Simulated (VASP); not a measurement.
# Sc (P6/mmm) in VASP: notebook

The runs below take Sc through single point, with r2SCAN.

Program: VASP 6.6.1. These are calculated values, not measurements. Logs are shortened: lines on timing, memory, paths and dates and some standing lists are left out, and cuts for length are marked.

**1. The cell of the first run**

Symmetry: P6/mmm, No. 191, hexagonal system. The conventional cell has a = 4.945 Å, b = 4.945 Å, c = 3.083 Å, α = 90.00°, β = 90.00°, γ = 120.00°. Within 4.1 Å of Sc (site symmetry 6/mmm) lie 14 Sc at 3.08 to 3.24 Å. Within 3.8 Å of Sc (site symmetry -6m2) lie 11 Sc at 2.85 to 3.24 Å.

This isn't the form of Sc at room conditions, which is hcp.

**2. Single point, r2SCAN (21.76 Å³/atom)**

Input file POSCAR:

```
Sc
1.0
    4.9447896223      0.0000000000      0.0000000000
   -2.4723948112      4.2823134293      0.0000000000
    0.0000000000      0.0000000000      3.0829439507
Sc
3
Direct
    1.0000000000      1.0000000000      0.0000000000
    0.3333333333      0.6666666667      0.5000000000
    0.6666666667      0.3333333333      0.5000000000
```

Input file INCAR.step1:

```
SYSTEM = Sc
PREC = Accurate ; ENCUT = 550
ISMEAR = -1 ; SIGMA = 0.1
LREAL = .FALSE. ; LASPH = .TRUE.
NELM = 120 ; NBANDS = 24
GGA = PE ; ALGO = Normal
EDIFF = 1E-5 ; LWAVE = .TRUE.
LCHARG = .FALSE. ; GGA_COMPAT = .FALSE.
```

Input file INCAR.step2:

```
SYSTEM = Sc
PREC = Accurate ; ENCUT = 550
EDIFF = 1E-6 ; ISMEAR = -1
SIGMA = 0.1 ; LREAL = .FALSE.
LASPH = .TRUE. ; NELM = 120
ALGO = Normal ; ISIF = 2
LWAVE = .FALSE. ; LCHARG = .FALSE.
METAGGA = R2SCAN ; LMIXTAU = .TRUE.
NBANDS = 24 ; ISTART = 1
GGA_COMPAT = .FALSE.
```

Input file KPOINTS:

```
Automatic mesh
0
G
  8 8 11
  0 0 0
```

Potentials or basis: VASP PAW PBE potentials, release 64 (Sc_sv).

Started as:

```sh
> cat potpaw_PBE.64/Sc_sv/POTCAR > POTCAR
> cp INCAR.step1 INCAR
> mpirun -np 1 vasp_std > vasp.out
> cp INCAR.step2 INCAR
> mpirun -np 1 vasp_std > vasp.out
```

OUTCAR:

```text
SYSTEM = Sc
   PREC = Accurate
   ENCUT = 550
   EDIFF = 1E-6
   ISMEAR = -1
   LREAL = .FALSE.
   LASPH = .TRUE.
   NELM = 120
   ISIF = 2
   METAGGA = R2SCAN
   ISTART = 1

 ion  position               nearest neighbor table
   1  0.000  0.000  0.000-   2 3.24   3 3.24   2 3.24   3 3.24   3 3.24   3 3.24   2 3.24   2 3.24
                             3 3.24   3 3.24   2 3.24   2 3.24
   2  0.333  0.667  0.500-   3 2.85   3 2.85   3 2.85   1 3.24   1 3.24   1 3.24   1 3.24   1 3.24
                             1 3.24
   3  0.667  0.333  0.500-   2 2.85   2 2.85   2 2.85   1 3.24   1 3.24   1 3.24   1 3.24   1 3.24
                             1 3.24

  LATTYP: Found a hexagonal cell.
 ALAT       =     4.9447896223
 C/A-ratio  =     0.6234732286

  Lattice vectors:

 A1 = (   4.9447896223,   0.0000000000,   0.0000000000)
 A2 = (  -2.4723948112,   4.2823134293,   0.0000000000)
 A3 = (   0.0000000000,   0.0000000000,   3.0829439507)

Analysis of symmetry for initial positions (statically):
=====================================================================
 Subroutine PRICEL returns:
 Original cell was already a primitive cell.

 Routine SETGRP: Setting up the symmetry group for a
 hexagonal supercell.

 Subroutine GETGRP returns: Found 24 space group operations
 (whereof 24 operations were pure point group operations)
 out of a pool of 24 trial point group operations.

The static configuration has the point symmetry D_6h.

Analysis of symmetry for dynamics (positions and initial velocities):
=====================================================================
 Subroutine PRICEL returns:
 Original cell was already a primitive cell.

 Routine SETGRP: Setting up the symmetry group for a
 hexagonal supercell.

 Subroutine GETGRP returns: Found 24 space group operations
 (whereof 24 operations were pure point group operations)
 out of a pool of 24 trial point group operations.

The dynamic configuration has the point symmetry D_6h.

 Subroutine INISYM returns: Found 24 space group operations
 (whereof 24 operations are pure point group operations),
 and found     1 'primitive' translations

----------------------------------------------------------------------------------------

                                     Primitive cell

  volume of cell :      65.2818

  direct lattice vectors                    reciprocal lattice vectors
     4.944789622  0.000000000  0.000000000     0.202233073  0.116759319  0.000000000
    -2.472394811  4.282313429  0.000000000     0.000000000  0.233518638  0.000000000
     0.000000000  0.000000000  3.082943951     0.000000000  0.000000000  0.324365287

  length of vectors
     4.944789622  4.944789622  3.082943951     0.233518638  0.233518638  0.324365287

  position of ions in fractional coordinates (direct lattice)
     0.000000000  0.000000000  0.000000000
     0.333333333  0.666666667  0.500000000
     0.666666667  0.333333333  0.500000000

  ion indices of the primitive-cell ions
   primitive index   ion index
                 1           1
                 2           2
                 3           3

----------------------------------------------------------------------------------------

 KPOINTS: Automatic mesh

Automatic generation of k-mesh.
 Grid dimensions read from file:
 generate k-points for:    8    8   11

 Generating k-lattice:

  Cartesian coordinates                     Fractional coordinates (reciprocal lattice)
     0.025279134  0.014594915  0.000000000     0.125000000  0.000000000  0.000000000
     0.000000000  0.029189830  0.000000000     0.000000000  0.125000000  0.000000000
     0.000000000  0.000000000  0.029487753     0.000000000  0.000000000  0.090909091

  Length of vectors
     0.029189830  0.029189830  0.029487753

  Shift w.r.t. Gamma in fractional coordinates (k-lattice)
     0.000000000  0.000000000  0.000000000

 Subroutine IBZKPT returns following result:
 ===========================================

 Found     60 irreducible k-points:

 Following reciprocal coordinates:
            Coordinates               Weight
  0.000000  0.000000  0.000000      1.000000
  0.125000  0.000000  0.000000      6.000000
  0.250000  0.000000  0.000000      6.000000
  0.375000  0.000000  0.000000      6.000000
  0.500000  0.000000  0.000000      3.000000
  0.125000  0.125000  0.000000      6.000000
[... 16 lines left out ...]
  0.250000  0.000000  0.181818     12.000000
  0.375000  0.000000  0.181818     12.000000
 [... further k-points ...]
   k-points           NKPTS =     60   k-points in BZ     NKDIM =     60   number of bands    NBANDS=     24
   number of dos      NEDOS =    301   number of ions     NIONS =      3
   total plane-waves  NPLWV =  38400
   dimension x,y,z NGX =    40 NGY =   40 NGZ =   24
   dimension x,y,z NGXF=    80 NGYF=   80 NGZF=   48
   ions per type =               3
   NGX,Y,Z   is equivalent  to a cutoff of  13.45, 13.45, 12.94 a.u.
[... 37 lines left out ...]
   LHFCALC =     F    Hartree Fock is set to
   AEXX    =    0.0000 exact exchange contribution
   IVDW    =     0    specifies the selected vdW correction
   LEPSILON=     F    determine dielectric tensor
   LRPA    =     F    only Hartree local field effects (RPA)
 non-spin polarized calculation
  energy-cutoff  :      550.00
  volume of cell :       65.28
 maximum number of plane-waves:      1938
 NGX is ok and might be reduce to    40
   NGX = 19   NGY = 19   NGZ = 11

 number of electron      32.9999997 magnetization

 Free energy of the ion-electron system (eV)
  ---------------------------------------------------
  ext. energy  EPLUGINS =         0.00000000
  ---------------------------------------------------
  free energy    TOTEN  =       -33.79375465 eV

  energy without entropy =      -33.63183358  energy(sigma->0) =      -33.71279412

 E-fermi :   4.4332     XC(G=0): -11.1495

 val. band max:        4.4140181077   @ k =   0.2500   0.1250   0.1818
 cond. band min:       4.4367678501   @ k =   0.2500   0.0000   0.0909
 fundamental gap:      0.0227497424
 Fermi energy:         4.4331955127

 k-point     1 :       0.0000    0.0000    0.0000
  band No.  band energies     occupation
      1     -46.7664      2.00000
      2     -46.6076      2.00000
      3     -46.5859      2.00000
      4     -24.6422      2.00000
      5     -24.6422      2.00000
      6     -24.4129      2.00000
[... 16 lines left out ...]
     23       7.3455      0.00000
     24       7.3474      0.00000

 k-point     2 :       0.1250    0.0000    0.0000
  band No.  band energies     occupation
      1     -46.7602      2.00000
      2     -46.6125      2.00000
      3     -46.5873      2.00000
      4     -24.6692      2.00000
      5     -24.6493      2.00000
      6     -24.3797      2.00000
[... 16 lines left out ...]
     23       7.1051      0.00000
     24       7.1084      0.00000

 k-point     3 :       0.2500    0.0000    0.0000
  band No.  band energies     occupation
      1     -46.7430      2.00000
      2     -46.6264      2.00000
      3     -46.5909      2.00000
      4     -24.7180      2.00000
      5     -24.6398      2.00000
      6     -24.3126      2.00000
[... 16 lines left out ...]
     23       7.0097      0.00000
     24       7.4634      0.00000

 k-point     4 :       0.3750    0.0000    0.0000
  band No.  band energies     occupation
      1     -46.7195      2.00000
      2     -46.6465      2.00000
      3     -46.5945      2.00000
      4     -24.7555      2.00000
      5     -24.5894      2.00000
      6     -24.3078      2.00000
[... 16 lines left out ...]
     23       7.1326      0.00000
     24       7.9581      0.00000

 k-point     5 :       0.5000    0.0000    0.0000
  band No.  band energies     occupation
      1     -46.7041      2.00000
      2     -46.6606      2.00000
      3     -46.5961      2.00000
      4     -24.7692      2.00000
      5     -24.5367      2.00000
      6     -24.3877      2.00000
[... 451 lines left out ...]
 k-point    22 :       0.1250    0.0000    0.1818
  band No.  band energies     occupation
      1     -46.7443      2.00000
      2     -46.6013      2.00000
      3     -46.5789      2.00000
      4     -24.6477      2.00000
      5     -24.6286      2.00000
      6     -24.3848      2.00000
[... 16 lines left out ...]
     23       6.9789      0.00000
     24       7.2110      0.00000

 k-point    23 :       0.2500    0.0000    0.1818
  band No.  band energies     occupation
      1     -46.7282      2.00000
      2     -46.6150      2.00000
      3     -46.5816      2.00000
      4     -24.6882      2.00000
      5     -24.6181      2.00000
      6     -24.3727      2.00000
[... 16 lines left out ...]
     23       7.0798      0.00000
     24       7.3857      0.00000

 k-point    24 :       0.3750    0.0000    0.1818
  band No.  band energies     occupation
      1     -46.7063      2.00000
      2     -46.6345      2.00000
      3     -46.5842      2.00000
      4     -24.7208      2.00000
      5     -24.5791      2.00000
      6     -24.3760      2.00000
[... 16 lines left out ...]
     23       7.2112      0.00000
     24       7.7543      0.00000

 [... further k-points ...]
[... 5 lines left out ...]
  --------------------------------------------------------------------------------------
  -------------------------------------------------------------------------------------
  Total        3.5260943      3.5260943      3.7210620     -0.0000000      0.0000000     -0.0000000
  in kB       86.5391458     86.5391458     91.3241398     -0.0000000      0.0000000     -0.0000000
  external PRESSURE =      88.1341438 kB  Pullay stress =       0.0000000 kB

 VOLUME and BASIS-vectors are now :
 -----------------------------------------------------------------------------
  energy-cutoff  :      550.00
  volume of cell :       65.28
      direct lattice vectors                 reciprocal lattice vectors
     4.944789622  0.000000000  0.000000000     0.202233073  0.116759319  0.000000000
    -2.472394811  4.282313429  0.000000000     0.000000000  0.233518638  0.000000000
     0.000000000  0.000000000  3.082943951     0.000000000  0.000000000  0.324365287

 POSITION                                       TOTAL-FORCE (eV/Angst)
 -----------------------------------------------------------------------------------
      0.00000      0.00000      0.00000         0.000000     -0.000000      0.000000
     -0.00000      2.85488      1.54147        -0.000000     -0.000000      0.000000
      2.47239      1.42744      1.54147         0.000000      0.000000     -0.000000
 -----------------------------------------------------------------------------------
    total drift:                                0.000000      0.000000      0.000000

  FREE ENERGIE OF THE ION-ELECTRON SYSTEM (eV)
  ---------------------------------------------------
  free  energy   TOTEN  =       -33.7937546510 eV

  energy  without entropy=      -33.6318335821  energy(sigma->0) =      -33.71279412
```

Wall time 13 min (1 thread of Oxide Virtual Turin-like, shared host); peak memory 0.21 GiB.

Results:

```yaml
Free_energy: -33.7938 eV
Pressure: 8.8 GPa
Band_gap_on_the_k_mesh: zero (an odd number of electrons rules out a gap without spin polarisation)
```

Levels at points of the mesh, in eV from the Fermi level:
```tsv
k point	band 14	band 15	band 16	band 17	band 18	band 19
(0.00, 0.00, 0.00)	-0.86	-0.09	-0.09	0.04	0.04	0.99
(0.50, 0.00, 0.00)	-3.25	-1.79	0.55	0.81	0.85	0.94
```

Caveat: the cell stands under pressure; the PAW data sets were made with another functional, which shifts forces and pressure a little.

**3. Single point, r2SCAN (22.75 Å³/atom)**

This run uses another cell than the first one, of 22.75 Å³/atom.

Input file POSCAR:

```
Sc
1.0
    5.0186033348      0.0000000000      0.0000000000
   -2.5093016674      4.3462379795      0.0000000000
    0.0000000000      0.0000000000      3.1289648244
Sc
3
Direct
    1.0000000000      1.0000000000      0.0000000000
    0.3333333333      0.6666666667      0.5000000000
    0.6666666667      0.3333333333      0.5000000000
```

Input file INCAR.step1:

```
SYSTEM = Sc
ALGO     = Normal         ! electronic algorithm
EDIFF    = 1E-5           ! SCF threshold, eV
ENCUT    = 550            ! plane-wave cutoff, eV
GGA      = PE             ! functional
GGA_COMPAT= .False.      
ISMEAR   = -1             ! smearing method
LASPH    = .True.         ! aspherical terms in the spheres
LCHARG   = .False.        ! write CHGCAR
LREAL    = .False.        ! projectors in reciprocal space
LWAVE    = .True.         ! write WAVECAR
NBANDS   = 24             ! bands
NELM     = 120            ! most SCF steps
PREC     = Accurate       ! precision mode
SIGMA    = 0.1            ! smearing width, eV
```

Input file INCAR.step2:

```
SYSTEM = Sc
ALGO     = Normal         ! electronic algorithm
EDIFF    = 1E-6           ! SCF threshold, eV
ENCUT    = 550            ! plane-wave cutoff, eV
GGA_COMPAT= .False.      
ISIF     = 2              ! what is computed and relaxed
ISMEAR   = -1             ! smearing method
ISTART   = 1            
LASPH    = .True.         ! aspherical terms in the spheres
LCHARG   = .False.        ! write CHGCAR
LMIXTAU  = .True.       
LREAL    = .False.        ! projectors in reciprocal space
LWAVE    = .False.        ! write WAVECAR
METAGGA  = R2SCAN         ! meta-GGA
NBANDS   = 24             ! bands
NELM     = 120            ! most SCF steps
PREC     = Accurate       ! precision mode
SIGMA    = 0.1            ! smearing width, eV
```

Input file KPOINTS:

```
k-points
0
Gamma
  8 8 11
  0 0 0
```

Potentials or basis: VASP PAW PBE potentials, release 64 (Sc_sv).

Started as:

```sh
> cat potpaw_PBE.64/Sc_sv/POTCAR > POTCAR
> cp INCAR.step1 INCAR
> mpirun -np 1 vasp_std > vasp.out
> cp INCAR.step2 INCAR
> mpirun -np 1 vasp_std > vasp.out
```

It took 14 min on 1 thread of Oxide Virtual Turin-like, shared host; peak memory 0.21 GiB.

Results (log left out):

```yaml
Free_energy: -33.9258 eV
Pressure: 5.5 GPa
Band_gap_on_the_k_mesh: zero (an odd number of electrons rules out a gap without spin polarisation)
```

Stress tensor (GPa, compression positive):
```
5.33 0.00 0.00
0.00 5.33 0.00
0.00 0.00 5.70
```

Levels at points of the mesh, in eV from the Fermi level:
```csv
k point,band 13,band 14,band 15,band 16,band 17,band 18,band 19,band 20
"(0.00, 0.00, 0.00)",-5.57,-0.79,-0.11,-0.11,0.01,0.01,0.94,1.98
"(0.50, 0.00, 0.00)",-3.36,-3.27,-1.73,0.54,0.80,0.80,0.85,1.16
```

Caveat: the cell stands under pressure; the PAW data sets were made with another functional, which shifts forces and pressure a little.

**4. Single point, r2SCAN (23.74 Å³/atom)**

This run uses another cell than the first one, of 23.74 Å³/atom.

Input file POSCAR:

```
Sc
1.0
    5.0903073558      0.0000000000      0.0000000000
   -2.5451536779      4.4083354832      0.0000000000
    0.0000000000      0.0000000000      3.1736703619
Sc
3
Direct
    1.0000000000      1.0000000000      0.0000000000
    0.3333333333      0.6666666667      0.5000000000
    0.6666666667      0.3333333333      0.5000000000
```

Input file INCAR.step1:

```
SYSTEM = Sc
PREC     = Accurate       ! precision mode
ENCUT    = 550            ! plane-wave cutoff, eV
ISMEAR   = -1             ! smearing method
SIGMA    = 0.1            ! smearing width, eV
LREAL    = .FALSE.        ! projectors in reciprocal space
LASPH    = .TRUE.         ! aspherical terms in the spheres
NELM     = 120            ! most SCF steps
NBANDS   = 24             ! bands
GGA      = PE             ! functional
ALGO     = Normal         ! electronic algorithm
EDIFF    = 1E-5           ! SCF threshold, eV
LWAVE    = .TRUE.         ! write WAVECAR
LCHARG   = .FALSE.        ! write CHGCAR
GGA_COMPAT= .FALSE.
```

Input file INCAR.step2:

```
SYSTEM = Sc
PREC     = Accurate       ! precision mode
ENCUT    = 550            ! plane-wave cutoff, eV
EDIFF    = 1E-6           ! SCF threshold, eV
ISMEAR   = -1             ! smearing method
SIGMA    = 0.1            ! smearing width, eV
LREAL    = .FALSE.        ! projectors in reciprocal space
LASPH    = .TRUE.         ! aspherical terms in the spheres
NELM     = 120            ! most SCF steps
ALGO     = Normal         ! electronic algorithm
ISIF     = 2              ! what is computed and relaxed
LWAVE    = .FALSE.        ! write WAVECAR
LCHARG   = .FALSE.        ! write CHGCAR
METAGGA  = R2SCAN         ! meta-GGA
LMIXTAU  = .TRUE.       
NBANDS   = 24             ! bands
ISTART   = 1            
GGA_COMPAT= .FALSE.
```

Input file KPOINTS:

```
Automatic mesh
0
G
  8 8 11
  0 0 0
```

Started as:

```sh
> cat potpaw_PBE.64/Sc_sv/POTCAR > POTCAR
> cp INCAR.step1 INCAR
> mpirun -np 1 vasp_std > vasp.out
> cp INCAR.step2 INCAR
> mpirun -np 1 vasp_std > vasp.out
```

Wall time 14 min (1 thread of Oxide Virtual Turin-like, shared host); peak memory 0.21 GiB.

The run converged. Its results:

```yaml
Free_energy: -34.0005 eV
Pressure: 2.6 GPa
Band_gap_on_the_k_mesh: zero (an odd number of electrons rules out a gap without spin polarisation)
```

Stress tensor (GPa, compression positive):
```
2.55 0.00 0.00
0.00 2.55 0.00
0.00 0.00 2.73
```

Levels at points of the mesh, in eV from the Fermi level:
| k point | band 13 | band 14 | band 15 | band 16 | band 17 | band 18 | band 19 | band 20 |
| --- | --- | --- | --- | --- | --- | --- | --- | --- |
| (0.00, 0.00, 0.00) | -5.50 | -0.73 | -0.13 | -0.13 | -0.02 | -0.02 | 0.89 | 1.90 |
| (0.50, 0.00, 0.00) | -3.36 | -3.28 | -1.67 | 0.52 | 0.70 | 0.79 | 0.84 | 1.14 |

Caveat: the PAW data sets were made with another functional, which shifts forces and pressure a little.

**5. Single point, r2SCAN (24.73 Å³/atom)**

This run uses another cell than the first one, of 24.73 Å³/atom.

Input file POSCAR:

```
Sc
1.0
    5.1600462596      0.0000000000      0.0000000000
   -2.5800231298      4.4687311455      0.0000000000
    0.0000000000      0.0000000000      3.2171507014
Sc
3
Direct
    1.0000000000      1.0000000000      0.0000000000
    0.3333333333      0.6666666667      0.5000000000
    0.6666666667      0.3333333333      0.5000000000
```

Input file INCAR.step1:

```
  PREC = Accurate
  ENCUT = 550
  ISMEAR = -1
  SIGMA = 0.1
  LREAL = False
  LASPH = True
  NELM = 120
  NBANDS = 24
  GGA = PE
  ALGO = Normal
  EDIFF = 1E-5
  LWAVE = True
  LCHARG = False
  GGA_COMPAT = False
```

Input file INCAR.step2:

```
  PREC = Accurate
  ENCUT = 550
  EDIFF = 1E-6
  ISMEAR = -1
  SIGMA = 0.1
  LREAL = False
  LASPH = True
  NELM = 120
  ALGO = Normal
  ISIF = 2
  LWAVE = False
  LCHARG = False
  METAGGA = R2SCAN
  LMIXTAU = True
  NBANDS = 24
  ISTART = 1
  GGA_COMPAT = False
```

Input file KPOINTS:

```
Automatic mesh
0
Gamma
  8 8 11
```

Started as:

```sh
> cat potpaw_PBE.64/Sc_sv/POTCAR > POTCAR
> cp INCAR.step1 INCAR
> mpirun -np 1 vasp_std > vasp.out
> cp INCAR.step2 INCAR
> mpirun -np 1 vasp_std > vasp.out
```

Run time: 17 min. Hardware: 1 thread of Oxide Virtual Turin-like, shared host; peak memory 0.23 GiB.

It converged, with:

```
Free energy            : -34.0264 eV
Pressure               : 0.2 GPa
Band gap on the k mesh : zero (an odd number of electrons rules out a gap without spin polarisation)
```

Levels at points of the mesh, in eV from the Fermi level:
```tsv
k point	band 14	band 15	band 16	band 17	band 18	band 19
(0.00, 0.00, 0.00)	-0.68	-0.14	-0.14	-0.04	-0.04	0.84
(0.50, 0.00, 0.00)	-3.28	-1.62	0.47	0.64	0.78	0.82
```

Caveat: the PAW data sets were made with another functional, which shifts forces and pressure a little.

**6. The runs side by side**

```csv
cell,gap on the mesh (eV),pressure (GPa)
"a = 4.945, b = 4.945, c = 3.083 Å, angles 90.0, 90.0, 120.0°, 3 atoms",none,8.8
"a = 5.019, b = 5.019, c = 3.129 Å, angles 90.0, 90.0, 120.0°, 3 atoms",none,5.5
"a = 5.090, b = 5.090, c = 3.174 Å, angles 90.0, 90.0, 120.0°, 3 atoms",none,2.6
"a = 5.160, b = 5.160, c = 3.217 Å, angles 90.0, 90.0, 120.0°, 3 atoms",none,0.2
```

Alike in all rows: task single point; level r2SCAN; potentials or basis VASP PAW PBE potentials, release 64 (Sc_sv); no spin polarisation; k mesh 8 × 8 × 11; cutoff (eV) 550; smearing fermi-dirac 0.1 eV.

Caveats: the PAW data sets were made with another functional, which shifts forces and pressure a little; the cell stands under pressure (at least some runs).

Absolute energies hang on the potentials; compare differences alone.

The gap in the log of VASP goes by the Fermi energy; the results here count the filled bands.